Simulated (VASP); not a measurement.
# Cr (Im-3m) in VASP: notebook

Runs on Cr. Level: LDA+U. Tasks: single point.

All numbers are computed with VASP 6.6.1; they aren't measurements. Logs are shortened: lines on timing, memory, paths and dates and some standing lists are left out, and cuts for length are marked.

### Step 1. The cell of the first run

Symmetry: Im-3m, No. 229, cubic system. The conventional cell has a = 2.908 Å, b = 2.908 Å, c = 2.908 Å, α = 90.00°, β = 90.00°, γ = 90.00°. Cr (site symmetry m-3m) has 14 Cr at 2.52 to 2.91 Å within 3.3 Å.

### Step 2. Single point, LDA+U, collinear spin, ferromagnetic start

File INCAR:

```
SYSTEM = Cr
PREC = Accurate
ENCUT = 520
EDIFF = 1E-6
ISMEAR = 1
SIGMA = 0.01
LREAL = .FALSE.
LASPH = .TRUE.
NELM = 150
ALGO = Normal
ISIF = 2
LWAVE = .FALSE.
LCHARG = .TRUE.
ISPIN = 2
MAGMOM = 3
LORBIT = 11
LMAXMIX = 4
LDAU = .TRUE.
LDAUTYPE = 2
LDAUL = 2
LDAUU = 5.3
LDAUJ = 0
LDAUPRINT = 1
GGA = CA
LELF = .TRUE.
LVHAR = .TRUE.
NBANDS = 16
```

File KPOINTS:

```
Automatic mesh
0
G
  12 12 12
  0 0 0
```

File POSCAR:

```
Cr
1.0
   -1.4541462833      1.4541462833      1.4541462833
    1.4541462833     -1.4541462833      1.4541462833
    1.4541462833      1.4541462833     -1.4541462833
Cr
1
Direct
    0.0000000000      0.0000000000      0.0000000000
```

Potentials or basis: VASP PAW LDA potentials, release 64 (Cr_pv).

Started as:

```sh
cat potpaw_LDA.64/Cr_pv/POTCAR > POTCAR
mpirun -np 1 vasp_std > vasp.out
```

OUTCAR:

```text
SYSTEM = Cr
   PREC = Accurate
   ENCUT = 520
   EDIFF = 1E-6
   ISMEAR = 1
   LREAL = .FALSE.
   LASPH = .TRUE.
   NELM = 150
   ISIF = 2
   ISPIN = 2
   LORBIT = 11
   GGA = CA

 ion  position               nearest neighbor table
   1  0.000  0.000  0.000-

  LATTYP: Found a body centered cubic cell.
 ALAT       =     2.9082925666

  Lattice vectors:

 A1 = (  -1.4541462833,   1.4541462833,   1.4541462833)
 A2 = (   1.4541462833,  -1.4541462833,   1.4541462833)
 A3 = (   1.4541462833,   1.4541462833,  -1.4541462833)

Analysis of symmetry for initial positions (statically):
=====================================================================
 Subroutine PRICEL returns:
 Original cell was already a primitive cell.

 Routine SETGRP: Setting up the symmetry group for a
 body centered cubic supercell.

 Subroutine GETGRP returns: Found 48 space group operations
 (whereof 48 operations were pure point group operations)
 out of a pool of 48 trial point group operations.

The static configuration has the point symmetry O_h .

Analysis of symmetry for dynamics (positions and initial velocities):
=====================================================================
 Subroutine PRICEL returns:
 Original cell was already a primitive cell.

 Routine SETGRP: Setting up the symmetry group for a
 body centered cubic supercell.

 Subroutine GETGRP returns: Found 48 space group operations
 (whereof 48 operations were pure point group operations)
 out of a pool of 48 trial point group operations.

The dynamic configuration has the point symmetry O_h .

Analysis of structural, dynamic, and magnetic symmetry:
=====================================================================
 Subroutine PRICEL returns:
 Original cell was already a primitive cell.

 Routine SETGRP: Setting up the symmetry group for a
 body centered cubic supercell.

 Subroutine GETGRP returns: Found 48 space group operations
 (whereof 48 operations were pure point group operations)
 out of a pool of 48 trial point group operations.

The overall configuration has the point symmetry O_h .

 Subroutine INISYM returns: Found 48 space group operations
 (whereof 48 operations are pure point group operations),
 and found     1 'primitive' translations

----------------------------------------------------------------------------------------

                                     Primitive cell

  volume of cell :      12.2994

  direct lattice vectors                    reciprocal lattice vectors
    -1.454146283  1.454146283  1.454146283     0.000000000  0.343844361  0.343844361
     1.454146283 -1.454146283  1.454146283     0.343844361  0.000000000  0.343844361
     1.454146283  1.454146283 -1.454146283     0.343844361  0.343844361  0.000000000

  length of vectors
     2.518655244  2.518655244  2.518655244     0.486269359  0.486269359  0.486269359

  position of ions in fractional coordinates (direct lattice)
     0.000000000  0.000000000  0.000000000

  ion indices of the primitive-cell ions
   primitive index   ion index
                 1           1

----------------------------------------------------------------------------------------

 KPOINTS: Automatic mesh

Automatic generation of k-mesh.
 Grid dimensions read from file:
 generate k-points for:   12   12   12

 Generating k-lattice:

  Cartesian coordinates                     Fractional coordinates (reciprocal lattice)
     0.000000000  0.028653697  0.028653697     0.083333333  0.000000000  0.000000000
     0.028653697  0.000000000  0.028653697     0.000000000  0.083333333  0.000000000
[... 54 lines left out ...]
   LSORBIT =      F    spin-orbit coupling
   LASPH  =      T    aspherical Exc in radial PAW
   ENCUT  =  520.0 eV  38.22 Ry    6.18 a.u.   4.68  4.68  4.68*2*pi/ulx,y,z
   NELM   =    150;   NELMIN=  2; NELMDL= -5     # of ELM steps
   EDIFF  = 0.1E-05   stopping-criterion for ELM
   LREAL  =      F    real-space projection
   EDIFFG = 0.1E-04   stopping-criterion for IOM
   NSW    =      0    number of steps for IOM
   IBRION =     -1    ionic relax: 0-MD 1-quasi-New 2-CG
   NFREE  =      0    steps in history (QN), initial steepest desc. (CG)
   ISIF   =      2    stress and relaxation
   ISYM   =      2    0-nonsym 1-usesym 2-fastsym
   POTIM  = 0.5000    time-step for ionic-motion
   TEBEG  =    0.0;   TEEND  =   0.0 temperature during run
   PSTRESS=    0.0 pullay stress
   NELECT =      12.0000    total number of electrons
   NUPDOWN=      -1.0000    fix difference up-down
   EMIN   =  10.00;   EMAX   =-10.00  energy-range for DOS
   EFERMI =   0.00;   METHOD = LEGACY
   ISMEAR =     1;   SIGMA  =   0.01  broadening in eV -4-tet -1-fermi 0-gaus
   EFERMI_NEDOS =   21; number of points for ismear=-14 and -15
   IALGO  =     38    algorithm
   IMIX   =      4    mixing-type and parameters
     AMIX     =   0.40;   BMIX     =  1.00
     AMIX_MAG =   1.60;   BMIX_MAG =  1.00
  volume/ion in A,a.u.               =      12.30        83.00
  Fermi-wavevector in a.u.,A,eV,Ry     =   1.623705  3.068358 35.870647  2.636418
  Thomas-Fermi vector in A             =   2.717112
   LORBIT       =     11    0 simple, 1 ext, 2 COOP (PROOUT), +10 PAW based schemes
 LDA+U is selected, type is set to LDAUTYPE =  2
   angular momentum for each species LDAUL =     2
   U (eV)           for each species LDAUU =   5.3
   J (eV)           for each species LDAUJ =   0.0
   GGA     = CA    functional components
   LHFCALC =     F    Hartree Fock is set to
   AEXX    =    0.0000 exact exchange contribution
   IVDW    =     0    specifies the selected vdW correction
   LEPSILON=     F    determine dielectric tensor
   LRPA    =     F    only Hartree local field effects (RPA)
 spin polarized calculation
 Methfessel and Paxton  Order N= 1 SIGMA  =   0.01
  energy-cutoff  :      520.00
  volume of cell :       12.30
 maximum number of plane-waves:       370
   NGX =  9   NGY =  9   NGZ =  9

 number of electron      11.9999998 magnetization       0.2150020

atom =   1  type =  1  l = 2

 onsite density matrix

spin component  1

  0.5319 -0.0000  0.0000 -0.0000 -0.0000
 -0.0000  0.5319  0.0000  0.0000  0.0000
  0.0000  0.0000  0.2234  0.0000 -0.0000
 -0.0000  0.0000  0.0000  0.5319 -0.0000
 -0.0000  0.0000 -0.0000 -0.0000  0.2234

spin component  2

  0.5571 -0.0000  0.0000 -0.0000 -0.0000
 -0.0000  0.5571  0.0000  0.0000  0.0000
  0.0000  0.0000  0.2161  0.0000 -0.0000
 -0.0000  0.0000  0.0000  0.5571 -0.0000
 -0.0000  0.0000 -0.0000 -0.0000  0.2161

 occupancies and eigenvectors

  o =  0.2161  v =  0.0000  0.0000  0.0000  0.0000  0.0000  0.0000  0.0000  0.1597 -0.0000 -0.9872      0.0000  0.0000  0.0000  0.0000  0.0000  0.0000  0.0000  0.0000  0.0000  0.0000
  o =  0.2161  v =  0.0000  0.0000  0.0000  0.0000  0.0000  0.0000  0.0000  0.9872  0.0000  0.1597      0.0000  0.0000  0.0000  0.0000  0.0000  0.0000  0.0000  0.0000  0.0000  0.0000
  o =  0.2234  v =  0.0000  0.0000  0.9840  0.0000 -0.1784  0.0000  0.0000  0.0000  0.0000  0.0000      0.0000  0.0000  0.0000  0.0000  0.0000  0.0000  0.0000  0.0000  0.0000  0.0000
  o =  0.2234  v =  0.0000 -0.0000  0.1784 -0.0000  0.9840  0.0000  0.0000  0.0000  0.0000  0.0000      0.0000  0.0000  0.0000  0.0000  0.0000  0.0000  0.0000  0.0000  0.0000  0.0000
  o =  0.5319  v =  0.0000  0.6108  0.0000 -0.7918  0.0000  0.0000  0.0000  0.0000  0.0000  0.0000      0.0000  0.0000  0.0000  0.0000  0.0000  0.0000  0.0000  0.0000  0.0000  0.0000
  o =  0.5319  v =  0.0000  0.7918 -0.0000  0.6108  0.0000  0.0000  0.0000  0.0000  0.0000  0.0000      0.0000  0.0000  0.0000  0.0000  0.0000  0.0000  0.0000  0.0000  0.0000  0.0000
  o =  0.5319  v =  1.0000  0.0000  0.0000  0.0000  0.0000  0.0000  0.0000  0.0000  0.0000  0.0000      0.0000  0.0000  0.0000  0.0000  0.0000  0.0000  0.0000  0.0000  0.0000  0.0000
  o =  0.5571  v =  0.0000  0.0000  0.0000  0.0000  0.0000  0.0000 -0.5690  0.0000 -0.8224 -0.0000      0.0000  0.0000  0.0000  0.0000  0.0000  0.0000  0.0000  0.0000  0.0000  0.0000
  o =  0.5571  v =  0.0000  0.0000  0.0000  0.0000  0.0000  1.0000  0.0000  0.0000  0.0000  0.0000      0.0000  0.0000  0.0000  0.0000  0.0000  0.0000  0.0000  0.0000  0.0000  0.0000
  o =  0.5571  v =  0.0000  0.0000  0.0000  0.0000  0.0000  0.0000  0.8224 -0.0000 -0.5690  0.0000      0.0000  0.0000  0.0000  0.0000  0.0000  0.0000  0.0000  0.0000  0.0000  0.0000

 number of electron      11.9999998 magnetization      -0.0551612

 Free energy of the ion-electron system (eV)
  ---------------------------------------------------
  ext. energy  EPLUGINS =         0.00000000
  ---------------------------------------------------
  free energy    TOTEN  =        -4.38312114 eV

  energy without entropy =       -4.38312034  energy(sigma->0) =       -4.38312087

 E-fermi :  10.0914     XC(G=0): -13.6425

 val. band max:       10.0773153446   @ k =  -0.3333   0.3333   0.3333
 cond. band min:      10.0959502969   @ k =  -0.2500   0.3333   0.1667
 fundamental gap:      0.0186349523
 Fermi energy:        10.0913766817

 spin component 1

 k-point     1 :       0.0000    0.0000    0.0000
  band No.  band energies     occupation
      1     -32.5417      1.00000
      2     -32.5417      1.00000
      3     -32.5417      1.00000
      4       2.3577      1.00000
      5       8.9200      1.00000
      6       8.9200      1.00000
[... 895 lines left out ...]
      5       7.2670      1.00000
      6       9.5897      1.00000
[... 8 lines left out ...]
     15      41.0311      0.00000
     16      41.2947      0.00000

 [... further k-points ...]

------------------------ aborting loop because EDIFF is reached ----------------------------------------

  FORCE on cell =-STRESS in cart. coord.  units (eV):
  Direction    XX          YY          ZZ          XY          YZ          ZX
  --------------------------------------------------------------------------------------
  -------------------------------------------------------------------------------------
  Total       -1.3022787     -1.3022787     -1.3022787     -0.0000000      0.0000000     -0.0000000
  in kB     -169.6407645   -169.6407645   -169.6407645     -0.0000000      0.0000000     -0.0000000
  external PRESSURE =    -169.6407645 kB  Pullay stress =       0.0000000 kB

 VOLUME and BASIS-vectors are now :
 -----------------------------------------------------------------------------
  energy-cutoff  :      520.00
  volume of cell :       12.30
      direct lattice vectors                 reciprocal lattice vectors
    -1.454146283  1.454146283  1.454146283     0.000000000  0.343844361  0.343844361
     1.454146283 -1.454146283  1.454146283     0.343844361  0.000000000  0.343844361
     1.454146283  1.454146283 -1.454146283     0.343844361  0.343844361  0.000000000

 POSITION                                       TOTAL-FORCE (eV/Angst)
 -----------------------------------------------------------------------------------
      0.00000      0.00000      0.00000        -0.000000     -0.000000     -0.000000
 -----------------------------------------------------------------------------------
    total drift:                                0.000000     -0.000000      0.000000

  FREE ENERGIE OF THE ION-ELECTRON SYSTEM (eV)
  ---------------------------------------------------
  free  energy   TOTEN  =        -4.3831211362 eV

  energy  without entropy=       -4.3831203351  energy(sigma->0) =       -4.38312087

 total charge

# of ion       s       p       d       tot
------------------------------------------
    1        0.422   6.391   4.114  10.927

 magnetization (x)

# of ion       s       p       d       tot
------------------------------------------
    1        0.001   0.001  -0.061  -0.060
```

Run time: 30 s. Hardware: 1 thread of Intel Xeon Platinum 8259CL at 2.50GHz (Skylake/Cascade Lake), shared host; peak memory 0.14 GiB.

What came out:

| Quantity | Value |
| --- | --- |
| Free energy | -4.3831 eV |
| Pressure | -17.0 GPa |
| Net moment | -0.06 μB per cell |
| Site moments | Cr -0.06 μB |
| Valence electrons inside the program's atomic spheres | Cr 10.93 |

Eigenvalues of the final occupation matrices:
| site | spin | trace | eigenvalues |
| --- | --- | --- | --- |
| site 1 d | 1 | 2.04 | 0.22 0.22 0.53 0.53 0.53 |
| site 1 d | 2 | 2.10 | 0.22 0.22 0.56 0.56 0.56 |

Caveat: the cell stands under tension; the U is typed as a test and isn't derived for this compound.

### Step 3. Single point, LDA+U, collinear spin, ferromagnetic start

This run uses another cell than the first one, of 12.56 Å³/atom.

File INCAR:

```
SYSTEM = Cr
ALGO = Normal
EDIFF = 1E-7
ENCUT = 520
ISIF = 2
ISMEAR = 1
ISPIN = 2
LASPH = .True.
LCHARG = .False.
LDAU = .True.
LDAUJ = 0
LDAUL = 2
LDAUPRINT = 1
LDAUTYPE = 2
LDAUU = 5.3
LMAXMIX = 4
LORBIT = 11
LREAL = .False.
LWAVE = .False.
MAGMOM = 3
NBANDS = 16
NELM = 150
PREC = Accurate
SIGMA = 0.01
```

File KPOINTS:

```
k-points
0
Gamma
  12 12 12
  0 0 0
```

File POSCAR:

```
Cr
1.0
   -1.4643870875      1.4643870875      1.4643870875
    1.4643870875     -1.4643870875      1.4643870875
    1.4643870875      1.4643870875     -1.4643870875
Cr
1
Direct
    0.0000000000      0.0000000000      0.0000000000
```

Potentials or basis: VASP PAW LDA potentials, release 64 (Cr_pv).

Started as:

```sh
cat potpaw_LDA.64/Cr_pv/POTCAR > POTCAR
mpirun -np 1 vasp_std > vasp.out
```

Run time: 70 s. Hardware: 1 thread of Intel Xeon Platinum 8259CL at 2.50GHz (Skylake/Cascade Lake), shared host; peak memory 0.14 GiB.

It converged, with:

```
Free energy                                           : -4.1773 eV
Pressure                                              : 2.7 GPa
Net moment                                            : 1.35 μB per cell
Site moments                                          : Cr +1.37 μB
Valence electrons inside the program's atomic spheres : Cr 10.89
```

Levels at points of the mesh, in eV from the Fermi level:
Spin up:
```csv
k point,band 3,band 4,band 5,band 6,band 7,band 8,band 9,band 10,band 11,band 12
"(0.00, 0.00, 0.00)",-43.12,-7.92,-2.97,-2.97,-2.97,1.86,1.86,4.30,21.27,21.27
"(0.50, 0.00, 0.00)",-43.12,-5.13,-4.27,0.32,0.59,1.05,2.17,4.30,8.03,16.16
"(0.50, 0.50, 0.50)",-43.62,-3.13,-3.13,-0.01,-0.01,-0.01,4.30,9.37,9.37,9.37
```
Spin down:
```tsv
k point	band 3	band 4	band 5	band 6	band 7	band 8
(0.00, 0.00, 0.00)	-41.81	-7.63	0.97	0.97	0.97	2.35
(0.50, 0.00, 0.00)	-41.81	-3.10	-0.56	0.87	2.50	2.70
(0.50, 0.50, 0.50)	-42.32	-2.87	-2.87	4.13	4.13	4.13
```

Eigenvalues of the final occupation matrices:
| site | spin | trace | eigenvalues |
| --- | --- | --- | --- |
| site 1 d | 1 | 2.76 | 0.23 0.23 0.77 0.77 0.77 |
| site 1 d | 2 | 1.37 | 0.27 0.27 0.27 0.28 0.28 |

Caveat: the U is typed as a test and isn't derived for this compound.

### Step 4. Single point, LDA+U, collinear spin, ferromagnetic start

This run uses another cell than the first one, of 12.82 Å³/atom.

File INCAR:

```
PREC     = Accurate       # precision mode
ENCUT    = 520            # plane-wave cutoff, eV
EDIFF    = 1E-6           # SCF threshold, eV
ISMEAR   = 1              # smearing method
SIGMA    = 0.01           # smearing width, eV
LREAL    = False          # projectors in reciprocal space
LASPH    = True           # aspherical terms in the spheres
NELM     = 150            # most SCF steps
ALGO     = Fast           # electronic algorithm
ISIF     = 2              # what is computed and relaxed
LWAVE    = False          # write WAVECAR
LCHARG   = False          # write CHGCAR
ISPIN    = 2              # spin polarisation
MAGMOM   = 3              # initial moments
LORBIT   = 11             # projections on sites
LMAXMIX  = 4              # l up to which the mixer works
LDAU     = True           # DFT+U
LDAUTYPE = 2            
LDAUL    = 2              # shell
LDAUU    = 5.3            # U, eV
LDAUJ    = 0            
LDAUPRINT= 1            
GGA      = CA             # functional
NBANDS   = 16             # bands
```

File KPOINTS:

```
regular mesh
0
Gamma
  12 12 12
```

File POSCAR:

```
Cr
1.0
   -1.4744866279      1.4744866279      1.4744866279
    1.4744866279     -1.4744866279      1.4744866279
    1.4744866279      1.4744866279     -1.4744866279
Cr
1
Direct
    0.0000000000      0.0000000000      0.0000000000
```

Started as:

```sh
cat potpaw_LDA.64/Cr_pv/POTCAR > POTCAR
mpirun -np 1 vasp_std > vasp.out
```

It took 71 s on 1 thread of Intel Xeon Platinum 8259CL at 2.50GHz (Skylake/Cascade Lake), shared host; peak memory 0.14 GiB.

Results (log left out):

```
Free energy                                           : -4.1698 eV
Pressure                                              : -8.3 GPa
Net moment                                            : 1.07 μB per cell
Site moments                                          : Cr +1.10 μB
Valence electrons inside the program's atomic spheres : Cr 10.85
```

Levels at points of the mesh, in eV from the Fermi level:
Spin up:
```csv
k point,band 4,band 5,band 6,band 7,band 8,band 9,band 10,band 11
"(0.00, 0.00, 0.00)",-7.74,-2.65,-2.65,-2.65,1.95,1.95,4.36,21.22
"(0.50, 0.00, 0.00)",-4.81,-3.91,0.54,0.65,1.18,2.25,4.36,7.97
"(0.50, 0.50, 0.50)",-2.89,-2.89,0.22,0.22,0.22,4.36,9.31,9.31
```
Spin down:
```
           k point  band 3  band 4  band 5  band 6  band 7  band 8
(0.00, 0.00, 0.00)  -42.03   -7.53    0.60    0.60    0.60    2.21
(0.50, 0.00, 0.00)  -42.04   -3.15   -0.85    0.85    2.27    2.54
(0.50, 0.50, 0.50)  -42.51   -2.80   -2.80    3.63    3.63    3.63
```

Eigenvalues of the final occupation matrices:
```tsv
site	spin	trace	eigenvalues
site 1 d	1	2.61	0.21 0.21 0.73 0.73 0.73
site 1 d	2	1.49	0.27 0.27 0.31 0.31 0.31
```

Caveat: the cell stands under tension; the U is typed as a test and isn't derived for this compound. The state reached can hang on the start; a lower one may exist.

### Step 5. Overview

| cell | gap on the mesh (eV) | pressure (GPa) | moment (μB) |
| --- | --- | --- | --- |
| a = 2.519 Å, angles 109.5°, 1 atom | none | -17.0 | 0.06 |
| a = 2.536 Å, angles 109.5°, 1 atom | none | 2.7 | 1.35 |
| a = 2.554 Å, angles 109.5°, 1 atom | none | -8.3 | 1.07 |

Alike in all rows: task single point; level LDA+U; potentials or basis VASP PAW LDA potentials, release 64 (Cr_pv); spin collinear, ferromagnetic start; Cr d U = 5.3 eV; k mesh 12 × 12 × 12; cutoff (eV) 520; smearing methfessel-paxton 0.01 eV.

Caveats: the U is typed as a test and isn't derived for this compound; the cell stands under tension (at least some runs).

Total energies depend on the potentials used, so only differences within one code and one set of settings carry meaning.
